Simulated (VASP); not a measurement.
# V (C2/c) in VASP: further runs

V is run at these levels: r2SCAN; tasks: single point.

Everything below comes from runs of VASP 6.6.1. Logs are shortened: lines on timing, memory, paths and dates and some standing lists are left out, and cuts for length are marked.

## Step 1: The cell of the first run

The structure is monoclinic, space group C2/c (No. 15). The conventional cell has a = 2.507 Å, b = 5.185 Å, c = 4.791 Å, α = 90.00°, β = 105.03°, γ = 90.00°. V (site symmetry 2) has 14 V at 2.51 to 3.25 Å within 3.3 Å.

## Step 2: Single point, r2SCAN, collinear spin, ferromagnetic start (15.04 Å³/atom)

POSCAR

```
V
1.0
   -1.8343942294      1.8318661089      1.2536747336
    1.8318661089     -1.8343942294      1.2536747336
    3.2730810759      3.2730810759     -1.2583049909
V
2
Direct
    0.0000693870      0.9999306130      0.0000000000
    0.7499306130      0.2500693870      0.5000000000
```

INCAR.step1

```
PREC     = Accurate       # precision mode
ENCUT    = 520            # plane-wave cutoff, eV
ISMEAR   = -1             # smearing method
SIGMA    = 0.05           # smearing width, eV
LREAL    = False          # projectors in reciprocal space
LASPH    = True           # aspherical terms in the spheres
NELM     = 150            # most SCF steps
ISPIN    = 2              # spin polarisation
MAGMOM   = 1 1            # initial moments
LMAXMIX  = 4              # l up to which the mixer works
NBANDS   = 24             # bands
GGA      = PE             # functional
ALGO     = Normal         # electronic algorithm
EDIFF    = 1E-4           # SCF threshold, eV
LWAVE    = True           # write WAVECAR
LCHARG   = False          # write CHGCAR
KPAR     = 4
```

INCAR.step2

```
PREC     = Accurate       # precision mode
ENCUT    = 520            # plane-wave cutoff, eV
EDIFF    = 1E-7           # SCF threshold, eV
ISMEAR   = -1             # smearing method
SIGMA    = 0.05           # smearing width, eV
LREAL    = False          # projectors in reciprocal space
LASPH    = True           # aspherical terms in the spheres
NELM     = 150            # most SCF steps
ALGO     = Normal         # electronic algorithm
ISIF     = 2              # what is computed and relaxed
LWAVE    = False          # write WAVECAR
LCHARG   = False          # write CHGCAR
ISPIN    = 2              # spin polarisation
MAGMOM   = 1 1            # initial moments
LORBIT   = 11             # projections on sites
LMAXMIX  = 4              # l up to which the mixer works
METAGGA  = R2SCAN         # meta-GGA
LMIXTAU  = True         
NBANDS   = 24             # bands
ISTART   = 1            
KPAR     = 4
```

KPOINTS

```
regular mesh
0
Gamma
  17 17 8
```

Potentials or basis: VASP PAW PBE potentials, release 64 (V_sv).

On the command line:

```console
> cat potpaw_PBE.64/V_sv/POTCAR > POTCAR
> cp INCAR.step1 INCAR
> mpirun -np 4 vasp_std > vasp.out
> cp INCAR.step2 INCAR
> mpirun -np 4 vasp_std > vasp.out
```

OUTCAR:

```text
PREC = Accurate
   ENCUT = 520
   EDIFF = 1E-7
   ISMEAR = -1
   LREAL = False
   LASPH = True
   NELM = 150
   ISIF = 2
   ISPIN = 2
   LORBIT = 11
   METAGGA = R2SCAN
   ISTART = 1

 ion  position               nearest neighbor table
   1  0.000  1.000  0.000-   2 2.72   2 2.72   2 2.73   2 2.73
   2  0.750  0.250  0.500-   1 2.72   1 2.72   1 2.73   1 2.73

  Warning from LATTYP: Got some problem with cell dimensions!
  Tried to take original basis but could not verify dimensions!
  LATTYP: Found a base centered monoclinic cell.
 ALAT       =     2.5073520163
 B/A-ratio  =     2.0678688353
 C/A-ratio  =     1.9107584692
 COS(beta)  =    -0.2593325855

  Lattice vectors:

 A1 = (   1.8343942294,  -1.8318661089,  -1.2536747336)
 A2 = (  -1.8318661089,   1.8343942294,  -1.2536747336)
 A3 = (   3.2705529554,   3.2705529554,   1.2490444763)

Analysis of symmetry for initial positions (statically):
=====================================================================
 Subroutine PRICEL returns:
 Original cell was already a primitive cell.

 Routine SETGRP: Setting up the symmetry group for a
 base centered monoclinic supercell.

 Subroutine GETGRP returns: Found  4 space group operations
 (whereof  2 operations were pure point group operations)
 out of a pool of  4 trial point group operations.

The static configuration has the point symmetry C_2 .
 The point group associated with its full space group is C_2h.

Analysis of symmetry for dynamics (positions and initial velocities):
=====================================================================
 Subroutine PRICEL returns:
 Original cell was already a primitive cell.

 Routine SETGRP: Setting up the symmetry group for a
 base centered monoclinic supercell.

 Subroutine GETGRP returns: Found  4 space group operations
 (whereof  2 operations were pure point group operations)
 out of a pool of  4 trial point group operations.

The dynamic configuration has the point symmetry C_2 .
 The point group associated with its full space group is C_2h.

Analysis of structural, dynamic, and magnetic symmetry:
=====================================================================
 Subroutine PRICEL returns:
 Original cell was already a primitive cell.

 Routine SETGRP: Setting up the symmetry group for a
 base centered monoclinic supercell.

 Subroutine GETGRP returns: Found  4 space group operations
 (whereof  2 operations were pure point group operations)
 out of a pool of  4 trial point group operations.

The overall configuration has the point symmetry C_2 .
 The point group associated with its full space group is C_2h.

 Subroutine INISYM returns: Found  4 space group operations
 (whereof  2 operations are pure point group operations),
 and found     1 'primitive' translations

----------------------------------------------------------------------------------------

                                     Primitive cell

  volume of cell :      30.0764

  direct lattice vectors                    reciprocal lattice vectors
    -1.834394229  1.831866109  1.253674734    -0.059686290  0.213071209  0.398982188
     1.831866109 -1.834394229  1.253674734     0.213071209 -0.059686290  0.398982188
     3.273081076  3.273081076 -1.258304991     0.152820500  0.152820500  0.000308173

  length of vectors
     2.879659002  2.879659002  4.796816747     0.456233032  0.456233032  0.216121044

  position of ions in fractional coordinates (direct lattice)
     0.000069387  0.999930613  0.000000000
     0.749930613  0.250069387  0.500000000

  ion indices of the primitive-cell ions
   primitive index   ion index
                 1           1
                 2           2

----------------------------------------------------------------------------------------

 KPOINTS: regular mesh

Automatic generation of k-mesh.
 Grid dimensions read from file:
 generate k-points for:   17   17    8

 Generating k-lattice:

  Cartesian coordinates                     Fractional coordinates (reciprocal lattice)
    -0.003510958  0.012533601  0.023469540     0.058823529  0.000000000 -0.000000000
     0.012533601 -0.003510958  0.023469540     0.000000000  0.058823529 -0.000000000
     0.019102563  0.019102563  0.000038522     0.000000000  0.000000000  0.125000000

  Length of vectors
     0.026837237  0.026837237  0.027015130

  Shift w.r.t. Gamma in fractional coordinates (k-lattice)
     0.000000000  0.000000000  0.000000000

 Subroutine IBZKPT returns following result:
 ===========================================

 Found    621 irreducible k-points:

 Following reciprocal coordinates:
            Coordinates               Weight
  0.000000  0.000000  0.000000      1.000000
  0.058824  0.000000  0.000000      4.000000
  0.117647  0.000000  0.000000      4.000000
  0.176471  0.000000  0.000000      4.000000
  0.235294  0.000000  0.000000      4.000000
  0.294118  0.000000  0.000000      4.000000
[... 16 lines left out ...]
 -0.176471  0.058824  0.000000      4.000000
 -0.117647  0.058824  0.000000      4.000000
 [... further k-points ...]
   k-points           NKPTS =    621   k-points in BZ     NKDIM =    621   number of bands    NBANDS=     24
   number of dos      NEDOS =    301   number of ions     NIONS =      2
   total plane-waves  NPLWV =  20736
   dimension x,y,z NGX =    24 NGY =   24 NGZ =   36
   dimension x,y,z NGXF=    48 NGYF=   48 NGZF=   72
   ions per type =               2
   NGX,Y,Z   is equivalent  to a cutoff of  13.86, 13.86, 12.48 a.u.
   NGXF,Y,Z  is equivalent  to a cutoff of  27.71, 27.71, 24.95 a.u.
 SYSTEM =  unknown system
   PREC   = accura    normal or accurate (medium, high low for compatibility)
   ISTART =      1    job   : 0-new  1-cont  2-samecut
   ICHARG =      0    charge: 1-file 2-atom 10-const
   ISPIN  =      2    spin polarized calculation?
   LNONCOLLINEAR =      F non collinear calculations
   LSORBIT =      F    spin-orbit coupling
   LASPH  =      T    aspherical Exc in radial PAW
   ENCUT  =  520.0 eV  38.22 Ry    6.18 a.u.   5.35  5.35  8.92*2*pi/ulx,y,z
   NELM   =    150;   NELMIN=  2; NELMDL=  0     # of ELM steps
   EDIFF  = 0.1E-06   stopping-criterion for ELM
   LREAL  =      F    real-space projection
   EDIFFG = 0.1E-05   stopping-criterion for IOM
   NSW    =      0    number of steps for IOM
   IBRION =     -1    ionic relax: 0-MD 1-quasi-New 2-CG
   NFREE  =      0    steps in history (QN), initial steepest desc. (CG)
   ISIF   =      2    stress and relaxation
   ISYM   =      2    0-nonsym 1-usesym 2-fastsym
   POTIM  = 0.5000    time-step for ionic-motion
   TEBEG  =    0.0;   TEEND  =   0.0 temperature during run
   PSTRESS=    0.0 pullay stress
   NELECT =      26.0000    total number of electrons
   NUPDOWN=      -1.0000    fix difference up-down
   EMIN   =  10.00;   EMAX   =-10.00  energy-range for DOS
   EFERMI =   0.00;   METHOD = LEGACY
   ISMEAR =    -1;   SIGMA  =   0.05  broadening in eV -4-tet -1-fermi 0-gaus
   EFERMI_NEDOS =   21; number of points for ismear=-14 and -15
   IALGO  =     38    algorithm
   IMIX   =      4    mixing-type and parameters
     AMIX     =   0.40;   BMIX     =  1.00
     AMIX_MAG =   1.60;   BMIX_MAG =  1.00
  volume/ion in A,a.u.               =      15.04       101.48
  Fermi-wavevector in a.u.,A,eV,Ry     =   1.559518  2.947062 33.090686  2.432097
  Thomas-Fermi vector in A             =   2.662865
   LORBIT       =     11    0 simple, 1 ext, 2 COOP (PROOUT), +10 PAW based schemes
   METAGGA = R2SCAN    functional components
   LHFCALC =     F    Hartree Fock is set to
   AEXX    =    0.0000 exact exchange contribution
   IVDW    =     0    specifies the selected vdW correction
   LEPSILON=     F    determine dielectric tensor
   LRPA    =     F    only Hartree local field effects (RPA)
 spin polarized calculation
  energy-cutoff  :      520.00
  volume of cell :       30.08
 maximum number of plane-waves:       838
 NGX is ok and might be reduce to    24
   NGX = 11   NGY = 11   NGZ = 17

 number of electron      26.0000000 magnetization      -0.0000113

 Free energy of the ion-electron system (eV)
  ---------------------------------------------------
  ext. energy  EPLUGINS =         0.00000000
  ---------------------------------------------------
  free energy    TOTEN  =       -27.90118160 eV

  energy without entropy =      -27.87818264  energy(sigma->0) =      -27.88968212

 E-fermi :   8.4794     XC(G=0): -13.3904

 val. band max:        8.4722189233   @ k =  -0.2941  -0.3529   0.3750
 cond. band min:       8.4795792248   @ k =   0.3529   0.2941   0.0000
 fundamental gap:      0.0073603016
 Fermi energy:         8.4793758927

 spin component 1

 k-point     1 :       0.0000    0.0000    0.0000
  band No.  band energies     occupation
      1     -58.1130      1.00000
      2     -58.0029      1.00000
      3     -31.0865      1.00000
      4     -30.6202      1.00000
      5     -30.4966      1.00000
      6     -30.4706      1.00000
[... 16 lines left out ...]
     23      26.9740      0.00000
     24      28.9789      0.00000

 k-point     2 :       0.0588    0.0000    0.0000
  band No.  band energies     occupation
      1     -58.1071      1.00000
      2     -57.9988      1.00000
      3     -31.0776      1.00000
      4     -30.6230      1.00000
      5     -30.5007      1.00000
      6     -30.4709      1.00000
[... 16 lines left out ...]
     23      27.0342      0.00000
     24      28.8440      0.00000
[... 565 lines left out ...]
     23      26.6997      0.00000
     24      27.8067      0.00000

 k-point    24 :      -0.1176    0.0588    0.0000
  band No.  band energies     occupation
      1     -58.1019      1.00000
      2     -57.9972      1.00000
      3     -31.0645      1.00000
      4     -30.6461      1.00000
      5     -30.5294      1.00000
      6     -30.4785      1.00000
[... 16 lines left out ...]
     23      26.8767      0.00000
     24      28.6795      0.00000

 [... further k-points ...]

 spin component 2

 k-point     1 :       0.0000    0.0000    0.0000
  band No.  band energies     occupation
      1     -58.1130      1.00000
      2     -58.0029      1.00000
      3     -31.0865      1.00000
      4     -30.6202      1.00000
      5     -30.4966      1.00000
      6     -30.4706      1.00000
[... 16 lines left out ...]
     23      26.9740      0.00000
     24      28.9789      0.00000

 k-point     2 :       0.0588    0.0000    0.0000
  band No.  band energies     occupation
      1     -58.1071      1.00000
      2     -57.9988      1.00000
      3     -31.0776      1.00000
      4     -30.6231      1.00000
      5     -30.5008      1.00000
      6     -30.4709      1.00000
[... 16 lines left out ...]
     23      27.0342      0.00000
     24      28.8440      0.00000
[... 565 lines left out ...]
     23      26.6997      0.00000
     24      27.8067      0.00000

 k-point    24 :      -0.1176    0.0588    0.0000
  band No.  band energies     occupation
      1     -58.1019      1.00000
      2     -57.9972      1.00000
      3     -31.0645      1.00000
      4     -30.6461      1.00000
      5     -30.5294      1.00000
      6     -30.4785      1.00000
[... 16 lines left out ...]
     23      26.8767      0.00000
     24      28.6795      0.00000

 [... further k-points ...]

------------------------ aborting loop because EDIFF is reached ----------------------------------------

  FORCE on cell =-STRESS in cart. coord.  units (eV):
  Direction    XX          YY          ZZ          XY          YZ          ZX
  --------------------------------------------------------------------------------------
  -------------------------------------------------------------------------------------
  Total       -3.1556353     -3.1556353     -3.0752142      0.1045204      0.0004814      0.0004808
  in kB     -168.1012057   -168.1012057   -163.8171592      5.5678200      0.0256462      0.0256104
  external PRESSURE =    -166.6731902 kB  Pullay stress =       0.0000000 kB

 VOLUME and BASIS-vectors are now :
 -----------------------------------------------------------------------------
  energy-cutoff  :      520.00
  volume of cell :       30.08
      direct lattice vectors                 reciprocal lattice vectors
    -1.834394229  1.831866109  1.253674734    -0.059686290  0.213071209  0.398982188
     1.831866109 -1.834394229  1.253674734     0.213071209 -0.059686290  0.398982188
     3.273081076  3.273081076 -1.258304991     0.152820500  0.152820500  0.000308173

 POSITION                                       TOTAL-FORCE (eV/Angst)
 -----------------------------------------------------------------------------------
      1.83161     -1.83414      1.25367         0.000088     -0.000088     -0.000000
      0.71897      2.55159      0.62452        -0.000088      0.000088      0.000000
 -----------------------------------------------------------------------------------
    total drift:                                0.000000      0.000000     -0.000000

  FREE ENERGIE OF THE ION-ELECTRON SYSTEM (eV)
  ---------------------------------------------------
  free  energy   TOTEN  =       -27.9011816004 eV

  energy  without entropy=      -27.8781826386  energy(sigma->0) =      -27.88968212

 total charge

# of ion       s       p       d       tot
------------------------------------------
    1        2.310   6.201   2.962  11.472
    2        2.310   6.201   2.962  11.472
--------------------------------------------------
tot          4.619  12.402   5.924  22.945

 magnetization (x)

# of ion       s       p       d       tot
------------------------------------------
    1       -0.000  -0.000  -0.000  -0.000
    2       -0.000  -0.000  -0.000  -0.000
--------------------------------------------------
tot         -0.000  -0.000  -0.000  -0.000
```

Wall time 5.5 min (4 MPI ranks of Intel Xeon 6975P-C (Granite Rapids), shared host); peak memory 0.63 GiB.

What came out:

- Free energy: -27.9012 eV
- Pressure: -16.7 GPa
- Band gap on the k mesh: zero (filled and empty bands overlap)
- Net moment: 0.00 μB per cell
- Valence electrons inside the program's atomic spheres: V 11.47

Caveat: the cell stands under tension; the moments typed at the start vanished in this run; the PAW data sets were made with another functional, which shifts forces and pressure a little.

## Step 3: Single point, r2SCAN, collinear spin, ferromagnetic start

This run uses another cell than the first one, of 13.43 Å³/atom.

POSCAR

```
V
1.0
   -1.7663902870      1.7639558880      1.2071989963
    1.7639558880     -1.7663902870      1.2071989963
    3.1517426998      3.1517426998     -1.2116576025
V
2
Direct
    0.0000693870      0.9999306130      0.0000000000
    0.7499306130      0.2500693870      0.5000000000
```

INCAR.step1

```
PREC = Accurate ; ENCUT = 520
ISMEAR = -1 ; SIGMA = 0.05
LREAL = False ; LASPH = True
NELM = 150 ; ISPIN = 2
MAGMOM = 1 1 ; LMAXMIX = 4
NBANDS = 24 ; GGA = PE
ALGO = Normal ; EDIFF = 1E-4
LWAVE = True ; LCHARG = False
KPAR = 4
```

INCAR.step2

```
PREC = Accurate ; ENCUT = 520
EDIFF = 1E-6 ; ISMEAR = -1
SIGMA = 0.05 ; LREAL = False
LASPH = True ; NELM = 150
ALGO = Normal ; ISIF = 2
LWAVE = False ; LCHARG = False
ISPIN = 2 ; MAGMOM = 1 1
LORBIT = 11 ; LMAXMIX = 4
METAGGA = R2SCAN ; LMIXTAU = True
NBANDS = 24 ; ISTART = 1
KPAR = 4
```

KPOINTS

```
Automatic mesh
0
Gamma
  24 24 12
```

Potentials or basis: VASP PAW PBE potentials, release 64 (V_sv).

On the command line:

```console
> cat potpaw_PBE.64/V_sv/POTCAR > POTCAR
> cp INCAR.step1 INCAR
> mpirun -np 4 vasp_std > vasp.out
> cp INCAR.step2 INCAR
> mpirun -np 4 vasp_std > vasp.out
```

It took 13 min on 4 MPI ranks of Intel Xeon 6975P-C (Granite Rapids), shared host; peak memory 1.4 GiB.

It converged, with:

| Property | Result |
| --- | --- |
| Free energy | -28.0766 eV |
| Pressure | 0.7 GPa |
| Band gap on the k mesh | zero (filled and empty bands overlap) |
| Net moment | 0.00 μB per cell |
| Valence electrons inside the program's atomic spheres | V 11.66 |

Forces on the atoms (eV/Å):
```
V    0.002 -0.002  0.000
V   -0.002  0.002  0.000
```

Stress tensor (GPa, compression positive):
```
0.56 0.35 0.02
0.35 0.56 0.02
0.02 0.02 1.07
```

Levels at points of the mesh, in eV from the Fermi level:
Spin up:
| k point | band 9 | band 10 | band 11 | band 12 | band 13 | band 14 | band 15 | band 16 | band 17 | band 18 |
| --- | --- | --- | --- | --- | --- | --- | --- | --- | --- | --- |
| (0.00, 0.00, 0.00) | -7.19 | -3.49 | -0.86 | -0.83 | 0.51 | 0.79 | 0.81 | 2.12 | 2.12 | 3.14 |
| (0.50, 0.00, 0.00) | -3.12 | -3.08 | -2.34 | -0.42 | 0.52 | 0.87 | 2.18 | 2.67 | 3.40 | 3.80 |
| (0.50, 0.50, 0.00) | -2.76 | -2.75 | -1.60 | -1.60 | -1.23 | -1.21 | 3.08 | 3.11 | 3.80 | 3.80 |
| (0.00, 0.00, 0.50) | -5.12 | -5.12 | -0.89 | -0.89 | -0.38 | -0.38 | 1.80 | 1.80 | 2.26 | 2.26 |
| (0.50, 0.00, 0.50) | -3.11 | -3.08 | -2.35 | -0.40 | 0.52 | 0.85 | 2.16 | 2.68 | 3.40 | 3.80 |
| (0.50, 0.50, 0.50) | -3.53 | -3.53 | -1.82 | -1.82 | 0.86 | 0.86 | 2.86 | 2.86 | 3.64 | 3.64 |
Spin down:
| k point | band 10 | band 11 | band 12 | band 13 | band 14 | band 15 | band 16 | band 17 |
| --- | --- | --- | --- | --- | --- | --- | --- | --- |
| (0.00, 0.00, 0.00) | -3.49 | -0.86 | -0.83 | 0.51 | 0.79 | 0.81 | 2.12 | 2.12 |
| (0.50, 0.00, 0.00) | -3.08 | -2.34 | -0.42 | 0.52 | 0.87 | 2.18 | 2.67 | 3.40 |
| (0.50, 0.50, 0.00) | -2.75 | -1.60 | -1.60 | -1.23 | -1.21 | 3.08 | 3.11 | 3.80 |
| (0.00, 0.00, 0.50) | -5.12 | -0.89 | -0.89 | -0.38 | -0.38 | 1.80 | 1.80 | 2.26 |
| (0.50, 0.00, 0.50) | -3.08 | -2.35 | -0.40 | 0.52 | 0.85 | 2.16 | 2.68 | 3.40 |
| (0.50, 0.50, 0.50) | -3.53 | -1.82 | -1.82 | 0.86 | 0.86 | 2.86 | 2.86 | 3.64 |

Caveat: the moments typed at the start vanished in this run; the PAW data sets were made with another functional, which shifts forces and pressure a little.
